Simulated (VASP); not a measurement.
# Pt (P6_3/mmc) in VASP: notebook

Runs on Pt. Level: PBE. Tasks: single point.

Program: VASP 6.6.1. These are calculated values, not measurements. Logs are shortened: lines on timing, memory, paths and dates and some standing lists are left out, and cuts for length are marked.

### 1 The cell of the first run

The structure is hexagonal, space group P6_3/mmc (No. 194). Conventional cell: a = 2.565 Å, b = 2.565 Å, c = 4.722 Å, α = 90.00°, β = 90.00°, γ = 120.00°. Within 3.4 Å of Pt (site symmetry -6m2) lie 12 Pt at 2.57 to 2.79 Å.

### 2 Single point, PBE

INCAR

```
SYSTEM = Pt
ALGO = Normal ; EDIFF = 1E-6
ENCUT = 520 ; GGA = PE
ISIF = 2 ; ISMEAR = 0
LASPH = .TRUE. ; LCHARG = .FALSE.
LREAL = .FALSE. ; LWAVE = .FALSE.
NBANDS = 17 ; NELM = 80
PREC = Accurate ; SIGMA = 0.15
```

KPOINTS

```
k-points
0
G
  18 18 10
  0 0 0
```

POSCAR

```
Pt
1.0
    2.5654000000      0.0000000000      0.0000000000
   -1.2827000000      2.2217015709      0.0000000000
    0.0000000000      0.0000000000      4.7216000000
Pt
2
Direct
    0.6666666667      0.3333333333      0.7500000000
    0.3333333333      0.6666666667      0.2500000000
```

Potentials or basis: VASP PAW PBE potentials, release 64 (Pt).

The run is started by

```console
> cat potpaw_PBE.64/Pt/POTCAR > POTCAR
> mpirun -np 1 vasp_std > vasp.out
```

OUTCAR:

```text
SYSTEM = Pt
   EDIFF = 1E-6
   ENCUT = 520
   GGA = PE
   ISIF = 2
   ISMEAR = 0
   LASPH = .TRUE.
   LREAL = .FALSE.
   NELM = 80
   PREC = Accurate

 ion  position               nearest neighbor table
   1  0.667  0.333  0.750-   2 2.79   2 2.79   2 2.79   2 2.79   2 2.79   2 2.79
   2  0.333  0.667  0.250-   1 2.79   1 2.79   1 2.79   1 2.79   1 2.79   1 2.79

  LATTYP: Found a hexagonal cell.
 ALAT       =     2.5654000000
 C/A-ratio  =     1.8404927107

  Lattice vectors:

 A1 = (   2.5654000000,   0.0000000000,   0.0000000000)
 A2 = (  -1.2827000000,   2.2217015709,   0.0000000000)
 A3 = (   0.0000000000,   0.0000000000,   4.7216000000)

Analysis of symmetry for initial positions (statically):
=====================================================================
 Subroutine PRICEL returns:
 Original cell was already a primitive cell.

 Routine SETGRP: Setting up the symmetry group for a
 hexagonal supercell.

 Subroutine GETGRP returns: Found 24 space group operations
 (whereof 12 operations were pure point group operations)
 out of a pool of 24 trial point group operations.

The static configuration has the point symmetry D_3d.
 The point group associated with its full space group is D_6h.

Analysis of symmetry for dynamics (positions and initial velocities):
=====================================================================
 Subroutine PRICEL returns:
 Original cell was already a primitive cell.

 Routine SETGRP: Setting up the symmetry group for a
 hexagonal supercell.

 Subroutine GETGRP returns: Found 24 space group operations
 (whereof 12 operations were pure point group operations)
 out of a pool of 24 trial point group operations.

The dynamic configuration has the point symmetry D_3d.
 The point group associated with its full space group is D_6h.

 Subroutine INISYM returns: Found 24 space group operations
 (whereof 12 operations are pure point group operations),
 and found     1 'primitive' translations

----------------------------------------------------------------------------------------

                                     Primitive cell

  volume of cell :      26.9110

  direct lattice vectors                    reciprocal lattice vectors
     2.565400000  0.000000000  0.000000000     0.389802760  0.225052728  0.000000000
    -1.282700000  2.221701571  0.000000000     0.000000000  0.450105457  0.000000000
     0.000000000  0.000000000  4.721600000     0.000000000  0.000000000  0.211792613

  length of vectors
     2.565400000  2.565400000  4.721600000     0.450105457  0.450105457  0.211792613

  position of ions in fractional coordinates (direct lattice)
     0.666666667  0.333333333  0.750000000
     0.333333333  0.666666667  0.250000000

  ion indices of the primitive-cell ions
   primitive index   ion index
                 1           1
                 2           2

----------------------------------------------------------------------------------------

 KPOINTS: k-points

Automatic generation of k-mesh.
 Grid dimensions read from file:
 generate k-points for:   18   18   10

 Generating k-lattice:

  Cartesian coordinates                     Fractional coordinates (reciprocal lattice)
     0.021655709  0.012502929  0.000000000     0.055555556  0.000000000  0.000000000
     0.000000000  0.025005859  0.000000000     0.000000000  0.055555556  0.000000000
     0.000000000  0.000000000  0.021179261     0.000000000  0.000000000  0.100000000

  Length of vectors
     0.025005859  0.025005859  0.021179261

  Shift w.r.t. Gamma in fractional coordinates (k-lattice)
     0.000000000  0.000000000  0.000000000

 Subroutine IBZKPT returns following result:
 ===========================================

 Found    222 irreducible k-points:

 Following reciprocal coordinates:
            Coordinates               Weight
  0.000000  0.000000  0.000000      1.000000
  0.055556 -0.000000  0.000000      6.000000
  0.111111 -0.000000  0.000000      6.000000
  0.166667 -0.000000  0.000000      6.000000
  0.222222 -0.000000  0.000000      6.000000
  0.277778 -0.000000  0.000000      6.000000
[... 16 lines left out ...]
  0.333333  0.111111  0.000000     12.000000
  0.388889  0.111111  0.000000     12.000000
 [... further k-points ...]
   k-points           NKPTS =    222   k-points in BZ     NKDIM =    222   number of bands    NBANDS=     17
   number of dos      NEDOS =    301   number of ions     NIONS =      2
   total plane-waves  NPLWV =  14400
   dimension x,y,z NGX =    20 NGY =   20 NGZ =   36
   dimension x,y,z NGXF=    40 NGYF=   40 NGZF=   72
   ions per type =               2
   NGX,Y,Z   is equivalent  to a cutoff of  12.96, 12.96, 12.68 a.u.
   NGXF,Y,Z  is equivalent  to a cutoff of  25.92, 25.92, 25.35 a.u.
 SYSTEM =  Pt
   PREC   = accura    normal or accurate (medium, high low for compatibility)
   ISTART =      0    job   : 0-new  1-cont  2-samecut
   ICHARG =      2    charge: 1-file 2-atom 10-const
   ISPIN  =      1    spin polarized calculation?
   LNONCOLLINEAR =      F non collinear calculations
   LSORBIT =      F    spin-orbit coupling
   LASPH  =      T    aspherical Exc in radial PAW
   ENCUT  =  520.0 eV  38.22 Ry    6.18 a.u.   4.77  4.77  8.78*2*pi/ulx,y,z
   NELM   =     80;   NELMIN=  2; NELMDL= -5     # of ELM steps
   EDIFF  = 0.1E-05   stopping-criterion for ELM
   LREAL  =      F    real-space projection
   EDIFFG = 0.1E-04   stopping-criterion for IOM
   NSW    =      0    number of steps for IOM
   IBRION =     -1    ionic relax: 0-MD 1-quasi-New 2-CG
   NFREE  =      0    steps in history (QN), initial steepest desc. (CG)
   ISIF   =      2    stress and relaxation
   ISYM   =      2    0-nonsym 1-usesym 2-fastsym
   POTIM  = 0.5000    time-step for ionic-motion
   TEBEG  =    0.0;   TEEND  =   0.0 temperature during run
   PSTRESS=    0.0 pullay stress
   NELECT =      20.0000    total number of electrons
   NUPDOWN=      -1.0000    fix difference up-down
   EMIN   =  10.00;   EMAX   =-10.00  energy-range for DOS
   EFERMI =   0.00;   METHOD = LEGACY
   ISMEAR =     0;   SIGMA  =   0.15  broadening in eV -4-tet -1-fermi 0-gaus
   EFERMI_NEDOS =   21; number of points for ismear=-14 and -15
   IALGO  =     38    algorithm
   IMIX   =      4    mixing-type and parameters
     AMIX     =   0.40;   BMIX     =  1.00
     AMIX_MAG =   1.60;   BMIX_MAG =  1.00
  volume/ion in A,a.u.               =      13.46        90.80
  Fermi-wavevector in a.u.,A,eV,Ry     =   1.482887  2.802251 29.918598  2.198955
  Thomas-Fermi vector in A             =   2.596617
   LORBIT       =      0    0 simple, 1 ext, 2 COOP (PROOUT), +10 PAW based schemes
   GGA     = PE    functional components
   LHFCALC =     F    Hartree Fock is set to
   AEXX    =    0.0000 exact exchange contribution
   IVDW    =     0    specifies the selected vdW correction
   LEPSILON=     F    determine dielectric tensor
   LRPA    =     F    only Hartree local field effects (RPA)
 non-spin polarized calculation
 Gauss-broadening in eV      SIGMA  =   0.15
  energy-cutoff  :      520.00
  volume of cell :       26.91
 maximum number of plane-waves:       744
 NGX is ok and might be reduce to    20
   NGX =  9   NGY =  9   NGZ = 17

 number of electron      20.0000002 magnetization

 Free energy of the ion-electron system (eV)
  ---------------------------------------------------
  ext. energy  EPLUGINS =         0.00000000
  ---------------------------------------------------
  free energy    TOTEN  =       -11.24215328 eV

  energy without entropy =      -11.21688505  energy(sigma->0) =      -11.22951917

 E-fermi :  13.5280     XC(G=0): -14.1662

 val. band max:       13.5228449573   @ k =   0.4444   0.1111   0.1000
 cond. band min:      13.5286004929   @ k =   0.2778   0.2222   0.0000
 fundamental gap:      0.0057555357
 Fermi energy:        13.5280269542

 k-point     1 :       0.0000    0.0000    0.0000
  band No.  band energies     occupation
      1       2.0292      2.00000
      2       4.5375      2.00000
      3       7.9642      2.00000
      4       9.0840      2.00000
      5       9.0840      2.00000
      6       9.4556      2.00000
[... 9 lines left out ...]
     16      30.5670      0.00000
     17      36.9794      0.00000

 k-point     2 :       0.0556   -0.0000    0.0000
  band No.  band energies     occupation
      1       2.1700      2.00000
      2       4.6768      2.00000
      3       8.0076      2.00000
      4       9.0134      2.00000
      5       9.2007      2.00000
      6       9.3696      2.00000
[... 9 lines left out ...]
     16      30.8343      0.00000
     17      35.6018      0.00000

 k-point     3 :       0.1111   -0.0000    0.0000
  band No.  band energies     occupation
      1       2.5784      2.00000
      2       5.0685      2.00000
      3       8.0764      2.00000
      4       8.8706      2.00000
      5       9.1817      2.00000
      6       9.5455      2.00000
[... 9 lines left out ...]
     16      31.5421      0.00000
     17      33.9189      0.00000

 k-point     4 :       0.1667   -0.0000    0.0000
  band No.  band energies     occupation
      1       3.2090      2.00000
      2       5.6057      2.00000
      3       8.0402      2.00000
      4       8.6430      2.00000
      5       9.0998      2.00000
      6       9.2698      2.00000
[... 9 lines left out ...]
     16      32.2158      0.00000
     17      32.6412      0.00000
[... 343 lines left out ...]
      1       5.6418      2.00000
      2       6.2036      2.00000
      3       6.9840      2.00000
      4       8.2576      2.00000
      5       9.0007      2.00000
      6       9.1890      2.00000
[... 9 lines left out ...]
     16      28.8674      0.00000
     17      31.5622      0.00000

 k-point    23 :       0.3333    0.1111    0.0000
  band No.  band energies     occupation
      1       5.7816      2.00000
      2       5.9798      2.00000
      3       6.6191      2.00000
      4       8.8030      2.00000
      5       8.9999      2.00000
      6       9.6154      2.00000
[... 9 lines left out ...]
     16      28.2145      0.00000
     17      29.2499      0.00000

 k-point    24 :       0.3889    0.1111    0.0000
  band No.  band energies     occupation
      1       5.6786      2.00000
      2       5.9119      2.00000
      3       6.3955      2.00000
      4       8.9007      2.00000
      5       9.3976      2.00000
      6       9.7262      2.00000
[... 9 lines left out ...]
     16      27.4348      0.00000
     17      27.7474      0.00000

 [... further k-points ...]
[... 5 lines left out ...]
  --------------------------------------------------------------------------------------
  -------------------------------------------------------------------------------------
  Total       12.7051331     12.7051331      6.2767479      0.0000000     -0.0000000      0.0000000
  in kB      756.4144140    756.4144140    373.6932576      0.0000000     -0.0000000      0.0000000
  external PRESSURE =     628.8406952 kB  Pullay stress =       0.0000000 kB

 VOLUME and BASIS-vectors are now :
 -----------------------------------------------------------------------------
  energy-cutoff  :      520.00
  volume of cell :       26.91
      direct lattice vectors                 reciprocal lattice vectors
     2.565400000  0.000000000  0.000000000     0.389802760  0.225052728  0.000000000
    -1.282700000  2.221701571  0.000000000     0.000000000  0.450105457  0.000000000
     0.000000000  0.000000000  4.721600000     0.000000000  0.000000000  0.211792613

 POSITION                                       TOTAL-FORCE (eV/Angst)
 -----------------------------------------------------------------------------------
      1.28270      0.74057      3.54120         0.000000     -0.000000      0.000000
     -0.00000      1.48113      1.18040        -0.000000      0.000000      0.000000
 -----------------------------------------------------------------------------------
    total drift:                               -0.000000      0.000000     -0.000000

  FREE ENERGIE OF THE ION-ELECTRON SYSTEM (eV)
  ---------------------------------------------------
  free  energy   TOTEN  =       -11.2421532773 eV

  energy  without entropy=      -11.2168850545  energy(sigma->0) =      -11.22951917
```

It took 28 s on 1 thread of Intel Xeon 6975P-C (Granite Rapids), shared host; peak memory 0.21 GiB.

What came out:

```yaml
Free_energy: -11.2422 eV
Pressure: 62.9 GPa
Band_gap_on_the_k_mesh: zero (band 10 reaches 14.54 eV, above the bottom of band 11 at 12.66 eV)
```

Caveat: spin-orbit coupling is left out, which moves the levels of the heavy elements.

### 3 Single point, PBE

This run uses another cell than the first one, of 13.61 Å³/atom, 1.012 times its volume.

INCAR

```
PREC = Accurate
ENCUT = 520
EDIFF = 1E-7
ISMEAR = 0
SIGMA = 0.15
LREAL = False
LASPH = True
NELM = 80
ALGO = Normal
ISIF = 2
LWAVE = False
LCHARG = False
GGA = PE
NBANDS = 17
```

KPOINTS

```
Automatic mesh
0
Gamma
  18 18 10
```

POSCAR

```
Pt
1.0
    2.6137000000      0.0000000000      0.0000000000
   -1.3068500000      2.2635305979      0.0000000000
    0.0000000000      0.0000000000      4.6021000000
Pt
2
Direct
    0.6666666667      0.3333333333      0.7500000000
    0.3333333333      0.6666666667      0.2500000000
```

Potentials or basis: VASP PAW PBE potentials, release 64 (Pt).

The run is started by

```console
> cat potpaw_PBE.64/Pt/POTCAR > POTCAR
> mpirun -np 1 vasp_std > vasp.out
```

OUTCAR:

```text
PREC = Accurate
   ENCUT = 520
   EDIFF = 1E-7
   ISMEAR = 0
   LREAL = False
   LASPH = True
   NELM = 80
   ISIF = 2
   GGA = PE

 ion  position               nearest neighbor table
   1  0.667  0.333  0.750-   2 2.75   2 2.75   2 2.75   2 2.75   2 2.75   2 2.75
   2  0.333  0.667  0.250-   1 2.75   1 2.75   1 2.75   1 2.75   1 2.75   1 2.75

  LATTYP: Found a hexagonal cell.
 ALAT       =     2.6137000000
 C/A-ratio  =     1.7607606076

  Lattice vectors:

 A1 = (   2.6137000000,   0.0000000000,   0.0000000000)
 A2 = (  -1.3068500000,   2.2635305979,   0.0000000000)
 A3 = (   0.0000000000,   0.0000000000,   4.6021000000)

Analysis of symmetry for initial positions (statically):
=====================================================================
 Subroutine PRICEL returns:
 Original cell was already a primitive cell.

 Routine SETGRP: Setting up the symmetry group for a
 hexagonal supercell.

 Subroutine GETGRP returns: Found 24 space group operations
 (whereof 12 operations were pure point group operations)
[... 158 lines left out ...]

 Free energy of the ion-electron system (eV)
  ---------------------------------------------------
  ext. energy  EPLUGINS =         0.00000000
  ---------------------------------------------------
  free energy    TOTEN  =       -11.48531707 eV

  energy without entropy =      -11.45443462  energy(sigma->0) =      -11.46987584

 E-fermi :  13.3073     XC(G=0): -14.1053

 val. band max:       13.3070037627   @ k =   0.3333  -0.0000   0.0000
 cond. band min:      13.3126546811   @ k =   0.2778   0.1111   0.4000
 fundamental gap:      0.0056509184
 Fermi energy:        13.3073227133

 k-point     1 :       0.0000    0.0000    0.0000
  band No.  band energies     occupation
      1       1.9253      2.00000
      2       4.6193      2.00000
      3       8.1933      2.00000
      4       8.9629      2.00000
      5       8.9629      2.00000
      6       9.4082      2.00000
[... 457 lines left out ...]
      4       8.8967      2.00000
      5       9.2206      2.00000
      6       9.3171      2.00000
[... 9 lines left out ...]
     16      26.8660      0.00000
     17      27.5649      0.00000

 [... further k-points ...]
[... 5 lines left out ...]
  --------------------------------------------------------------------------------------
  -------------------------------------------------------------------------------------
  Total        9.8314008      9.8314008      7.3851579      0.0000000      0.0000000      0.0000000
  in kB      578.5325871    578.5325871    434.5824728      0.0000000      0.0000000      0.0000000
  external PRESSURE =     530.5492157 kB  Pullay stress =       0.0000000 kB

 VOLUME and BASIS-vectors are now :
 -----------------------------------------------------------------------------
  energy-cutoff  :      520.00
  volume of cell :       27.23
      direct lattice vectors                 reciprocal lattice vectors
     2.613700000  0.000000000  0.000000000     0.382599380  0.220893855  0.000000000
    -1.306850000  2.263530598  0.000000000     0.000000000  0.441787710  0.000000000
     0.000000000  0.000000000  4.602100000     0.000000000  0.000000000  0.217292106

 POSITION                                       TOTAL-FORCE (eV/Angst)
 -----------------------------------------------------------------------------------
      1.30685      0.75451      3.45158         0.000000      0.000000      0.000000
     -0.00000      1.50902      1.15053         0.000000     -0.000000      0.000000
 -----------------------------------------------------------------------------------
    total drift:                               -0.000000      0.000000     -0.000000

  FREE ENERGIE OF THE ION-ELECTRON SYSTEM (eV)
  ---------------------------------------------------
  free  energy   TOTEN  =       -11.4853170658 eV

  energy  without entropy=      -11.4544346220  energy(sigma->0) =      -11.46987584
```

Wall time 33 s (1 thread of Intel Xeon 6975P-C (Granite Rapids), shared host); peak memory 0.21 GiB.

What came out:

| Property | Result |
| --- | --- |
| Free energy | -11.4853 eV |
| Pressure | 53.1 GPa |
| Band gap on the k mesh | zero (band 10 reaches 14.06 eV, above the bottom of band 11 at 12.34 eV) |

Caveat: spin-orbit coupling is left out, which moves the levels of the heavy elements.
